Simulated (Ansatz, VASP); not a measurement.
Mg in VASP and in Ansatz

```xyz
4
Lattice="3.5443 0.0000 0.0000 -1.7722 3.0695 0.0000 0.0000 0.0000 11.1856" Properties=species:S:1:pos:R:3 pbc="T T T"
Mg    0.0000    0.0000    0.0000
Mg    0.0000    2.0463    2.7964
Mg    0.0000    0.0000    5.5928
Mg    1.7722    1.0232    8.3892
```

Alike in both runs: task single point; functional PBE; k mesh 6 × 6 × 2; occupations gaussian, width 0.1 eV; no spin polarisation.

|  | VASP | Ansatz |
| --- | --- | --- |
| version | VASP 6.6.1 | Ansatz 0.2.0 |
| potentials or method | VASP PAW PBE potentials, release 64 (Mg), cutoff 520 eV | scalar-relativistic, plane waves, PAW |
| valence electrons in the cell | 8 | 40 |

|  | VASP | Ansatz | Ansatz less VASP |
| --- | --- | --- | --- |
| gap on the k mesh at the Fermi level (eV) | none | none | - |
| pressure (GPa) | -5.6 | -5.5 | +0.08 |

A gap of «none» marks a metal or a gap that the smearing closes. VASP's potentials hold 8 valence electrons a cell and Ansatz's 40, so a difference there can come from the potentials and not from the codes.
